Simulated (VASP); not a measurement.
# BeS (Fm-3m) in VASP: G0W0 quasiparticle levels with PBE

Aim: the G0W0 quasiparticle levels of BeS with PBE.

All numbers are computed with VASP 6.6.1; they aren't measurements. Logs are shortened: lines on timing, memory, paths and dates and some standing lists are left out, and cuts for length are marked.

## (1) The cell of the first run

The structure is cubic, space group Fm-3m (No. 225). Conventional cell: a = 4.635 Å, b = 4.635 Å, c = 4.635 Å, α = 90.00°, β = 90.00°, γ = 90.00°. Within 3.1 Å of Be (site symmetry m-3m) lie 6 S at 2.32 Å. Within 3.1 Å of S (site symmetry m-3m) lie 6 Be at 2.32 Å.

## (2) G0W0 quasiparticle levels, PBE

The input, POSCAR:

```
BeS
1.0
    0.0000000000      2.3172971951      2.3172971951
    2.3172971951      0.0000000000      2.3172971951
    2.3172971951      2.3172971951      0.0000000000
Be S
1 1
Direct
    0.0000000000      0.0000000000      0.0000000000
    0.5000000000      0.5000000000      0.5000000000
```

The input, INCAR.step1:

```
SYSTEM = BeS
PREC = Accurate ; ENCUT = 500
EDIFF = 1E-8 ; ISMEAR = 0
SIGMA = 0.01 ; LREAL = .FALSE.
LASPH = .TRUE. ; NELM = 80
ALGO = Normal ; LWAVE = .TRUE.
LCHARG = .FALSE. ; GGA = PE
```

The input, INCAR.step2:

```
SYSTEM = BeS
PREC = Accurate ; ENCUT = 500
EDIFF = 1E-8 ; ISMEAR = 0
SIGMA = 0.01 ; LREAL = .FALSE.
LASPH = .TRUE. ; NELM = 1
ALGO = Exact ; LWAVE = .TRUE.
LCHARG = .FALSE. ; GGA = PE
NBANDS = 44 ; LOPTICS = .TRUE.
ISTART = 1
```

The input, INCAR.step3:

```
SYSTEM = BeS
PREC = Accurate ; ENCUT = 500
EDIFF = 1E-8 ; ISMEAR = 0
SIGMA = 0.01 ; LREAL = .FALSE.
LASPH = .TRUE. ; ALGO = EVGW0
LWAVE = .FALSE. ; LCHARG = .FALSE.
GGA = PE ; NELMGW = 1
NBANDS = 44 ; ENCUTGW = 60.0
NOMEGA = 48 ; PRECFOCK = Fast
ISTART = 1 ; NBANDSGW = 12
```

The input, KPOINTS:

```
regular mesh
0
G
  4 4 4
  0 0 0
```

Potentials or basis: VASP PAW PBE potentials, release 64 (Be_GW, S_GW).

Launch:

```sh
> cat potpaw_PBE.64/Be_GW/POTCAR potpaw_PBE.64/S_GW/POTCAR > POTCAR
> cp INCAR.step1 INCAR
> mpirun -np 1 vasp_std > vasp.out
> cp INCAR.step2 INCAR
> mpirun -np 1 vasp_std > vasp.out
> cp INCAR.step3 INCAR
> mpirun -np 1 vasp_std > vasp.out
```

OUTCAR:

```text
SYSTEM = BeS
   PREC = Accurate
   ENCUT = 500
   EDIFF = 1E-8
   ISMEAR = 0
   LREAL = .FALSE.
   LASPH = .TRUE.
   GGA = PE
   NELMGW = 1
   ENCUTGW = 60.0
   PRECFOCK = Fast
   ISTART = 1

 ion  position               nearest neighbor table
   1  0.000  0.000  0.000-   2 2.32   2 2.32   2 2.32   2 2.32   2 2.32   2 2.32
   2  0.500  0.500  0.500-   1 2.32   1 2.32   1 2.32   1 2.32   1 2.32   1 2.32

  LATTYP: Found a face centered cubic cell.
 ALAT       =     4.6345943902

  Lattice vectors:

 A1 = (   0.0000000000,   2.3172971951,   2.3172971951)
 A2 = (   2.3172971951,   0.0000000000,   2.3172971951)
 A3 = (   2.3172971951,   2.3172971951,   0.0000000000)

Analysis of symmetry for initial positions (statically):
[... 5 lines left out ...]
 face centered cubic supercell.

 Subroutine GETGRP returns: Found 48 space group operations
 (whereof 48 operations were pure point group operations)
 out of a pool of 48 trial point group operations.

The static configuration has the point symmetry O_h .

Analysis of symmetry for dynamics (positions and initial velocities):
[... 5 lines left out ...]
 face centered cubic supercell.

 Subroutine GETGRP returns: Found 48 space group operations
 (whereof 48 operations were pure point group operations)
 out of a pool of 48 trial point group operations.

The dynamic configuration has the point symmetry O_h .

 Subroutine INISYM returns: Found 48 space group operations
 (whereof 48 operations are pure point group operations),
 and found     1 'primitive' translations

----------------------------------------------------------------------------------------

                                     Primitive cell

  volume of cell :      24.8872

  direct lattice vectors                    reciprocal lattice vectors
     0.000000000  2.317297195  2.317297195    -0.215768612  0.215768612  0.215768612
     2.317297195  0.000000000  2.317297195     0.215768612 -0.215768612  0.215768612
     2.317297195  2.317297195  0.000000000     0.215768612  0.215768612 -0.215768612

  length of vectors
     3.277153121  3.277153121  3.277153121     0.373722199  0.373722199  0.373722199

  position of ions in fractional coordinates (direct lattice)
     0.000000000  0.000000000  0.000000000
     0.500000000  0.500000000  0.500000000

  ion indices of the primitive-cell ions
   primitive index   ion index
                 1           1
                 2           2

----------------------------------------------------------------------------------------

 KPOINTS: regular mesh

Automatic generation of k-mesh.
 Grid dimensions read from file:
 generate k-points for:    4    4    4

 Generating k-lattice:

  Cartesian coordinates                     Fractional coordinates (reciprocal lattice)
    -0.053942153  0.053942153  0.053942153     0.250000000  0.000000000  0.000000000
     0.053942153 -0.053942153  0.053942153     0.000000000  0.250000000  0.000000000
     0.053942153  0.053942153 -0.053942153     0.000000000  0.000000000  0.250000000

  Length of vectors
     0.093430550  0.093430550  0.093430550

  Shift w.r.t. Gamma in fractional coordinates (k-lattice)
     0.000000000  0.000000000  0.000000000

 Subroutine IBZKPT returns following result:
 ===========================================

 Found      8 irreducible k-points:

 Following reciprocal coordinates:
            Coordinates               Weight
  0.000000  0.000000  0.000000      1.000000
  0.250000  0.000000  0.000000      8.000000
  0.500000  0.000000  0.000000      4.000000
  0.250000  0.250000  0.000000      6.000000
  0.500000  0.250000  0.000000     24.000000
 -0.250000  0.250000  0.000000     12.000000
  0.500000  0.500000  0.000000      3.000000
 -0.250000  0.500000  0.250000      6.000000
   k-points           NKPTS =      8   k-points in BZ     NKDIM =     64   number of bands    NBANDS=     44
   number of dos      NEDOS =    301   number of ions     NIONS =      2
   total plane-waves  NPLWV =  13824
   dimension x,y,z NGX =    24 NGY =   24 NGZ =   24
   dimension x,y,z NGXF=    48 NGYF=   48 NGZF=   48
   ions per type =               1   1
   NGX,Y,Z   is equivalent  to a cutoff of  12.17, 12.17, 12.17 a.u.
   NGXF,Y,Z  is equivalent  to a cutoff of  24.35, 24.35, 24.35 a.u.
 SYSTEM =  BeS
   PREC   = accura    normal or accurate (medium, high low for compatibility)
   ISTART =      1    job   : 0-new  1-cont  2-samecut
   ICHARG =      0    charge: 1-file 2-atom 10-const
   ISPIN  =      1    spin polarized calculation?
   LNONCOLLINEAR =      F non collinear calculations
   LSORBIT =      F    spin-orbit coupling
   LASPH  =      T    aspherical Exc in radial PAW
   ENCUT  =  500.0 eV  36.75 Ry    6.06 a.u.   5.98  5.98  5.98*2*pi/ulx,y,z
   NELM   =     60;   NELMIN=  2; NELMDL=  0     # of ELM steps
   EDIFF  = 0.1E-07   stopping-criterion for ELM
   LREAL  =      F    real-space projection
   EDIFFG = 0.1E-06   stopping-criterion for IOM
   NSW    =      0    number of steps for IOM
   IBRION =     -1    ionic relax: 0-MD 1-quasi-New 2-CG
   NFREE  =      0    steps in history (QN), initial steepest desc. (CG)
   ISIF   =      0    stress and relaxation
   ISYM   =      3    0-nonsym 1-usesym 2-fastsym
   POTIM  = 0.5000    time-step for ionic-motion
   TEBEG  =    0.0;   TEEND  =   0.0 temperature during run
   PSTRESS=    0.0 pullay stress
   NELECT =       8.0000    total number of electrons
   NUPDOWN=      -1.0000    fix difference up-down
   EMIN   =  10.00;   EMAX   =-10.00  energy-range for DOS
   EFERMI =   0.00;   METHOD = LEGACY
   ISMEAR =     0;   SIGMA  =   0.01  broadening in eV -4-tet -1-fermi 0-gaus
   EFERMI_NEDOS =   21; number of points for ismear=-14 and -15
   IALGO  =     38    algorithm
   IMIX   =      4    mixing-type and parameters
     AMIX     =   0.40;   BMIX     =  1.00
     AMIX_MAG =   1.60;   BMIX_MAG =  1.00
  volume/ion in A,a.u.               =      12.44        83.97
  Fermi-wavevector in a.u.,A,eV,Ry     =   1.121450  2.119232 17.111356  1.257649
  Thomas-Fermi vector in A             =   2.258103
   LORBIT       =      0    0 simple, 1 ext, 2 COOP (PROOUT), +10 PAW based schemes
   GGA     = PE    functional components
   LHFCALC =     T    Hartree Fock is set to
   PRECFOCK=fast      Normal, Fast or Accurate (Low or Medium for compatibility)
   ENCUT4O =  -1.0   cutoff for four orbital integrals eV
   NKREDX  =     1    reduce k-point grid by
   NKREDY  =     1    reduce k-point grid by
   NKREDZ  =     1    reduce k-point grid by
   AEXX    =    1.0000 exact exchange contribution
   HFSCREEN=    0.0000 screening length (either q_TF or 0.3 A-1)
   HFSCREENC=   0.0000 screening length for correlation (either q_TF or 0.3 A-1)
   ENCUTFOCK=  -1.0 apply spherical cutoff to Coloumb kernel
   IVDW    =     0    specifies the selected vdW correction
   LEPSILON=     F    determine dielectric tensor
   LRPA    =     F    only Hartree local field effects (RPA)
   LRPAFORCE           =     F    calculate RPA forces
   ENCUTGW             =  60.0    cutoff for response function in eV
   ENCUTGWSOFT         =  48.0    soft cutoff for Coulomb kernel in GW response function in eV
   ENCUTLF             =  -1.0    cutoff for local field effects
   NELMGW              =     1    number of iterations in solving QP/BSE equation
   NELMHF              =     1    number of iterations in the inner HF iteration
   NKREDLFX            =     1    NKREDLFY  =   1   NKREDLFZ  =   1
 non-spin polarized calculation
 Gauss-broadening in eV      SIGMA  =   0.01
  energy-cutoff  :      500.00
  volume of cell :       24.89
 maximum number of plane-waves:       648
  NGX = 14; NGY = 14; NGZ = 14
   NGX = 11   NGY = 11   NGZ = 11
 maximum number of plane-waves:        28
 NGX is ok and might be reduce to    10

 QP shifts <psi_nk| G(iteration)W_0 |psi_nk>: iteration 1
 for sc-GW calculations column KS-energies equals QP-energies in previous step
 and V_xc(KS)=  KS-energies - (<T + V_ion + V_H > + <T+V_H+V_ion>^1  + <V_x>^1)

 k-point   1 :       0.0000    0.0000    0.0000
  band No.  KS-energies  QP-energies   sigma(KS)   V_xc(KS)     V^pw_x(r,r')   Z            occupation Imag(sigma)

      1      -8.8963      -9.3973     -13.3439     -12.6534     -21.3146       0.7255       2.0000       1.6534
      2       5.8997       5.7217     -13.7198     -13.4906     -16.1196       0.7769       2.0000       0.0877
      3       5.8997       5.7217     -13.7198     -13.4906     -16.1196       0.7769       2.0000       0.0877
      4       5.8997       5.7217     -13.7198     -13.4906     -16.1196       0.7769       2.0000       0.0877
      5      11.4644      12.0693     -10.9312     -11.7112      -6.0684       0.7755       0.0000      -0.1445
      6      14.9293      15.5562     -10.0928     -10.8874      -5.2206       0.7891       0.0000      -0.1670
      7      14.9293      15.5562     -10.0928     -10.8874      -5.2206       0.7891       0.0000      -0.1670
      8      14.9293      15.5562     -10.0928     -10.8874      -5.2206       0.7891       0.0000      -0.1670
      9      15.7398      16.3156      -9.6816     -10.4511      -3.3948       0.7483       0.0000      -0.4011
     10      15.7398      16.3156      -9.6816     -10.4511      -3.3948       0.7483       0.0000      -0.4011
     11      15.7398      16.3156      -9.6816     -10.4511      -3.3948       0.7483       0.0000      -0.4011
     12      18.1091      18.9395     -10.9742     -12.0555      -5.4083       0.7680       0.0000      -0.4800

 k-point   2 :       0.2500    0.0000    0.0000
  band No.  KS-energies  QP-energies   sigma(KS)   V_xc(KS)     V^pw_x(r,r')   Z            occupation Imag(sigma)

      1      -8.0165      -8.4259     -13.4363     -12.8666     -21.2065       0.7186       2.0000       1.4972
      2       2.0963       1.6445     -12.9361     -12.3352     -16.2777       0.7519       2.0000       0.1780
      3       5.7322       5.5422     -13.7239     -13.4796     -16.0857       0.7779       2.0000       0.0856
      4       5.7322       5.5422     -13.7239     -13.4796     -16.0857       0.7779       2.0000       0.0856
      5      11.3015      11.8681     -10.1789     -10.9007      -5.4831       0.7849       0.0000      -0.1228
      6      11.9011      12.5296      -9.8776     -10.6895      -5.0583       0.7741       0.0000      -0.1522
      7      11.9011      12.5296      -9.8776     -10.6895      -5.0583       0.7741       0.0000      -0.1522
      8      15.7642      16.4318     -11.0978     -11.9908      -5.1825       0.7476       0.0000      -0.3731
      9      17.0990      17.5254      -9.4750     -10.0297      -3.5513       0.7687       0.0000      -0.3751
     10      17.2848      17.9926     -10.2672     -11.1798      -4.8438       0.7755       0.0000      -0.2821
     11      17.2848      17.9926     -10.2672     -11.1798      -4.8438       0.7755       0.0000      -0.2821
     12      23.8601      24.8043     -10.7157     -11.9288      -3.8060       0.7784       0.0000      -1.0865

 k-point   3 :       0.5000    0.0000    0.0000
  band No.  KS-energies  QP-energies   sigma(KS)   V_xc(KS)     V^pw_x(r,r')   Z            occupation Imag(sigma)

      1      -6.6311      -6.8868     -13.8191     -13.4613     -21.3054       0.7148       2.0000       1.2756
      2      -1.0344      -1.6723     -12.2752     -11.3967     -16.6708       0.7261       2.0000       0.3547
      3       5.6977       5.4985     -13.9138     -13.6575     -16.3310       0.7771       2.0000       0.0874
      4       5.6977       5.4985     -13.9138     -13.6575     -16.3310       0.7771       2.0000       0.0874
      5      10.0769      10.6648      -9.6026     -10.3532      -5.2067       0.7831       0.0000      -0.1068
      6      10.0769      10.6648      -9.6026     -10.3532      -5.2067       0.7831       0.0000      -0.1068
      7      10.2967      10.8419     -10.1324     -10.8214      -5.6644       0.7914       0.0000      -0.1020
      8      16.3445      16.7158     -10.3422     -10.8368      -3.9328       0.7507       0.0000      -0.5383
      9      21.3754      22.3992     -10.9333     -12.2816      -4.7046       0.7593       0.0000      -0.4978
     10      21.3754      22.3992     -10.9333     -12.2816      -4.7046       0.7593       0.0000      -0.4978
     11      21.9837      22.5040     -10.3634     -11.0405      -3.9209       0.7684       0.0000      -0.6269
     12      22.5390      23.3168      -9.8438     -10.8861      -3.0010       0.7463       0.0000      -0.7345
[... 49 lines left out ...]
 k-point   7 :       0.5000    0.5000    0.0000
  band No.  KS-energies  QP-energies   sigma(KS)   V_xc(KS)     V^pw_x(r,r')   Z            occupation Imag(sigma)

      1      -5.5824      -5.7543     -14.1960     -13.9653     -21.4469       0.7449       2.0000       1.1163
      2      -0.5926      -1.1700     -12.2375     -11.4499     -16.3775       0.7330       2.0000       0.3160
      3       3.0168       2.6023     -12.9757     -12.4295     -16.0226       0.7589       2.0000       0.1327
      4       3.0168       2.6023     -12.9757     -12.4295     -16.0226       0.7589       2.0000       0.1327
      5       7.1294       7.5027     -10.0628     -10.5374      -6.3254       0.7865       0.0000      -0.0752
      6      10.4962      10.8369      -9.5321      -9.9550      -5.2207       0.8056       0.0000      -0.0943
      7      17.9265      18.6973     -10.4853     -11.5197      -3.9385       0.7452       0.0000      -0.5564
      8      17.9265      18.6973     -10.4853     -11.5197      -3.9385       0.7452       0.0000      -0.5564
      9      19.7462      20.7094     -11.2571     -12.5420      -4.5846       0.7497       0.0000      -0.6537
     10      21.1286      22.1717     -11.4685     -12.8399      -5.2479       0.7606       0.0000      -0.6768
     11      23.7068      24.8506     -11.4527     -12.9850      -4.7793       0.7464       0.0000      -0.6541
     12      23.7068      24.8506     -11.4527     -12.9850      -4.7793       0.7464       0.0000      -0.6541

 k-point   8 :      -0.2500    0.5000    0.2500
  band No.  KS-energies  QP-energies   sigma(KS)   V_xc(KS)     V^pw_x(r,r')   Z            occupation Imag(sigma)

      1      -5.5500      -5.7056     -14.2248     -14.0130     -21.4894       0.7348       2.0000       1.0961
      2       0.7656       0.2292     -12.4015     -11.6813     -16.0109       0.7448       2.0000       0.2200
      3       0.7656       0.2292     -12.4015     -11.6813     -16.0109       0.7448       2.0000       0.2200
      4       2.2379       1.7831     -12.4291     -11.8284     -15.3535       0.7571       2.0000       0.1515
      5      11.0747      11.7026     -11.3733     -12.1872      -7.1093       0.7715       0.0000      -0.1318
      6      11.6679      12.3087      -9.7625     -10.5905      -4.7790       0.7739       0.0000      -0.1591
      7      15.4250      16.1053     -10.5682     -11.4424      -5.4742       0.7783       0.0000      -0.1915
      8      15.4250      16.1053     -10.5682     -11.4424      -5.4742       0.7783       0.0000      -0.1915
      9      19.3818      20.1186     -10.1374     -11.1162      -3.3878       0.7527       0.0000      -0.6972
     10      19.3818      20.1186     -10.1374     -11.1162      -3.3878       0.7527       0.0000      -0.6972
     11      23.7892      24.9566     -11.5122     -13.0764      -4.8229       0.7463       0.0000      -0.6632
     12      25.7710      26.8617     -11.2424     -12.6235      -4.2630       0.7898       0.0000      -1.2186
```

Run time: 97 s. Hardware: 1 thread of AMD EPYC 7R13, shared host; peak memory 0.18 GiB.

Results:

- Band gap on the k mesh, mean-field level: 1.23 eV, indirect (least direct gap 4.11 eV)
- Quasiparticle gap: 1.78 eV
- Least direct quasiparticle gap: 4.90 eV

Levels at points of the mesh, in eV from the valence-band top:
```tsv
k point	band 1	band 2	band 3	band 4	band 5	band 6	band 7	band 8
(0.00, 0.00, 0.00)	-14.80	0.00	0.00	0.00	5.56	9.03	9.03	9.03
(0.50, 0.00, 0.00)	-12.53	-6.93	-0.20	-0.20	4.18	4.18	4.40	10.44
(0.50, 0.50, 0.00)	-11.48	-6.49	-2.88	-2.88	1.23	4.60	12.03	12.03
```

Caveat: the k points lie up to 0.59 Å⁻¹ apart; bands, screening cutoff and mesh are small and nothing is extrapolated, so the quasiparticle values aren't converged.
